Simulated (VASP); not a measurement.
# ZnAu (P4mm) in VASP: further runs, part 2 of 2

VASP 6.6.1. Earlier steps stand in the parts before.

## (4) Single point, PBE

Contents of INCAR:

```
ALGO = Normal
EDIFF = 1E-6
ENCUT = 500
GGA = PE
GGA_COMPAT = False
ISIF = 2
ISMEAR = 0
LASPH = True
LCHARG = False
LREAL = False
LWAVE = False
NBANDS = 18
NELM = 120
PREC = Accurate
SIGMA = 0.15
```

Contents of KPOINTS:

```
k-points
0
Gamma
  16 16 16
```

Contents of POSCAR:

```
ZnAu
1.0
    3.1470000000      0.0000000000      0.0000000000
    0.0000000000      3.1470000000      0.0000000000
    0.0000000000      0.0000000000      3.1470000000
Zn Au
1 1
Direct
    0.5794407372      0.5000000000      0.5000000000
    0.0000000000      0.0000000000      0.0000000000
```

Potentials or basis: VASP PAW PBE potentials, release 64 (Zn, Au).

The run is started by

```console
$ cat potpaw_PBE.64/Zn/POTCAR potpaw_PBE.64/Au/POTCAR > POTCAR
$ mpirun -np 1 vasp_std > vasp.out
```

OUTCAR:

```text
EDIFF = 1E-6
   ENCUT = 500
   GGA = PE
   ISIF = 2
   ISMEAR = 0
   LASPH = True
   LREAL = False
   NELM = 120
   PREC = Accurate

 ion  position               nearest neighbor table
   1  0.579  0.500  0.500-   2 2.59   2 2.59   2 2.59   2 2.59   2 2.88   2 2.88   2 2.88   2 2.88

   2  0.000  0.000  0.000-   1 2.59   1 2.59   1 2.59   1 2.59   1 2.88   1 2.88   1 2.88   1 2.88

  LATTYP: Found a simple cubic cell.
 ALAT       =     3.1470000000

  Lattice vectors:

[... 692 lines left out ...]
------------------------ aborting loop because EDIFF is reached ----------------------------------------

  FORCE on cell =-STRESS in cart. coord.  units (eV):
  Direction    XX          YY          ZZ          XY          YZ          ZX
  --------------------------------------------------------------------------------------
  -------------------------------------------------------------------------------------
  Total        1.1872363      1.7887408      1.7887408      0.0000000      0.0000000      0.0000000
  in kB       61.0319889     91.9533957     91.9533957      0.0000000      0.0000000      0.0000000
  external PRESSURE =      81.6462601 kB  Pullay stress =       0.0000000 kB

 VOLUME and BASIS-vectors are now :
 -----------------------------------------------------------------------------
  energy-cutoff  :      500.00
  volume of cell :       31.17
      direct lattice vectors                 reciprocal lattice vectors
     3.147000000  0.000000000  0.000000000     0.317762949  0.000000000  0.000000000
     0.000000000  3.147000000  0.000000000     0.000000000  0.317762949  0.000000000
     0.000000000  0.000000000  3.147000000     0.000000000  0.000000000  0.317762949

 POSITION                                       TOTAL-FORCE (eV/Angst)
 -----------------------------------------------------------------------------------
      1.82350      1.57350      1.57350        -0.957097      0.000000     -0.000000
      0.00000      0.00000      0.00000         0.957097      0.000000      0.000000
 -----------------------------------------------------------------------------------
    total drift:                                0.000137      0.000000     -0.000023

  FREE ENERGIE OF THE ION-ELECTRON SYSTEM (eV)
  ---------------------------------------------------
  free  energy   TOTEN  =        -4.6157651544 eV

  energy  without entropy=       -4.6106733472  energy(sigma->0) =       -4.61321925
```

OSZICAR:

```text
N       E                     dE             d eps       ncg     rms          rms(c)
DAV:   1     0.130814256946E+03    0.13081E+03   -0.11156E+04 15060   0.163E+03
DAV:   2     0.387855883283E+00   -0.13043E+03   -0.12435E+03 14844   0.312E+02
DAV:   3    -0.502957621552E+01   -0.54174E+01   -0.53762E+01 16154   0.688E+01
DAV:   4    -0.507661429192E+01   -0.47038E-01   -0.47022E-01 15814   0.570E+00
DAV:   5    -0.507713024715E+01   -0.51596E-03   -0.51595E-03 15518   0.642E-01    0.889E+00
DAV:   6    -0.465190850592E+01    0.42522E+00   -0.11718E+00 15534   0.118E+01    0.556E+00
DAV:   7    -0.462381733574E+01    0.28091E-01   -0.36189E-02 18840   0.392E+00    0.289E+00
DAV:   8    -0.461579262060E+01    0.80247E-02   -0.10820E-02 15242   0.104E+00    0.162E-01
DAV:   9    -0.461575915959E+01    0.33461E-04   -0.32731E-04 17060   0.346E-01    0.705E-02
DAV:  10    -0.461576350160E+01   -0.43420E-05   -0.83637E-05 15424   0.707E-02    0.202E-02
DAV:  11    -0.461576555284E+01   -0.20512E-05   -0.47064E-06 15358   0.202E-02    0.958E-03
DAV:  12    -0.461576515438E+01    0.39846E-06   -0.24332E-07  7906   0.919E-03
   1 F= -.46157652E+01 E0= -.46132193E+01  d E =-.509181E-02
```

Wall time 2.6 min (1 thread of Intel Xeon 8259CL, shared host); peak memory 0.34 GiB.

What came out:

```yaml
Free_energy: -4.6158 eV
Pressure: 8.2 GPa
Largest_force: 0.957 eV/Å
Band_gap_on_the_k_mesh: zero (an odd number of electrons rules out a gap without spin polarisation)
```

Forces on the atoms (eV/Å):
```
Zn  -0.957  0.000  0.000
Au   0.957  0.000  0.000
```

Levels at points of the mesh, in eV from the Fermi level:
```csv
k point,band 8,band 9,band 10,band 11,band 12,band 13,band 14,band 15,band 16,band 17
"(0.00, 0.00, 0.00)",-5.42,-3.83,-3.83,-3.77,5.01,5.01,5.34,8.71,11.87,12.16
"(0.50, 0.00, 0.00)",-5.34,-4.95,-4.95,-3.91,-2.34,10.28,10.28,10.46,11.20,12.10
"(0.00, 0.50, 0.00)",-5.58,-4.93,-4.72,-3.87,-2.44,9.42,10.72,10.93,11.18,11.28
"(0.50, 0.50, 0.00)",-4.16,-4.09,-3.21,-2.04,-1.90,0.82,2.47,10.54,12.72,12.77
"(0.00, 0.50, 0.50)",-4.25,-4.25,-3.23,-1.94,-1.94,0.83,2.51,10.77,12.88,12.88
"(0.50, 0.50, 0.50)",-6.45,-3.18,-3.16,1.46,3.38,3.38,3.60,3.80,5.99,6.30
```

Caveat: the cell differs from its parent crystal (all Zn atoms moved -0.250 Å, as atom 1 towards its neighbour atom 1 (Zn) at 3.147 Å); the cell stands under pressure; spin-orbit coupling is left out, which moves the levels of the heavy elements.

## (5) Summary

| cell | gap on the mesh (eV) | pressure (GPa) | largest force (eV/Å) |
| --- | --- | --- | --- |
| as given, atomic positions A | none | 17.3 | 1.87 |
| as given, atomic positions B | none | 12.1 | 1.43 |
| as given, atomic positions C | none | 8.2 | 0.96 |

Alike in all rows: task single point; level PBE; potentials or basis VASP PAW PBE potentials, release 64 (Zn, Au); no spin polarisation; k mesh 16 × 16 × 16; cutoff (eV) 500; smearing gaussian 0.15 eV.

Caveats: the cell stands under pressure; spin-orbit coupling is left out, which moves the levels of the heavy elements; forces of over 1 eV/Å act on the atoms, so gaps and moduli don't describe the material at rest (at least some runs).

Total energies depend on the potentials used, so only differences within one code and one set of settings carry meaning.
